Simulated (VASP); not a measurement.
A run of VASP 6.6.1:

INCAR

```
SYSTEM = NbAs
PREC = Accurate ; ENCUT = 520
EDIFF = 1E-6 ; ISMEAR = 0
SIGMA = 0.1 ; LREAL = .FALSE.
LASPH = .TRUE. ; NELM = 100
ALGO = Normal ; ISIF = 2
LWAVE = .FALSE. ; LCHARG = .TRUE.
LDIPOL = .TRUE. ; IDIPOL = 3
DIPOL = 0.5 0.5 0.500 ; GGA = PE
LELF = .TRUE. ; LVHAR = .TRUE.
LVACPOTAV = .TRUE. ; NBANDS = 46
```

KPOINTS

```
Automatic mesh
0
G
  10 10 1
  0 0 0
```

POSCAR

```
NbAs
1.0
    3.4734820513      0.0000000000      0.0000000000
    0.0000000000      3.4734820513      0.0000000000
    0.0000000000      0.0000000000     25.7881656178
Nb As
4 4
Direct
    0.0000000000      0.5000000000      0.2950388068
    0.0000000000      0.0000000000      0.4046740317
    0.5000000000      0.0000000000      0.5177819702
    0.5000000000      0.5000000000      0.6334532635
    0.5000000000      0.5000000000      0.3659167452
    0.0000000000      0.5000000000      0.4807854848
    0.0000000000      0.0000000000      0.5944557225
    0.5000000000      0.0000000000      0.7078939753
```

Potentials or basis: VASP PAW PBE potentials, release 64 (Nb_sv, As).

Run with:

```console
$ cat potpaw_PBE.64/Nb_sv/POTCAR potpaw_PBE.64/As/POTCAR > POTCAR
$ mpirun -np 1 vasp_std > vasp.out
```

Hardware: 1 thread of Intel(R) Xeon(R) Platinum 8488C (Sapphire Rapids), on a shared host.

Q: How long does it take, and how much memory?

A: Run time: 13 min on 1 thread of Intel(R) Xeon(R) Platinum 8488C (Sapphire Rapids), with other jobs on the host, peak memory 0.62 GiB. Counts: scf iterations 31, k points 36.
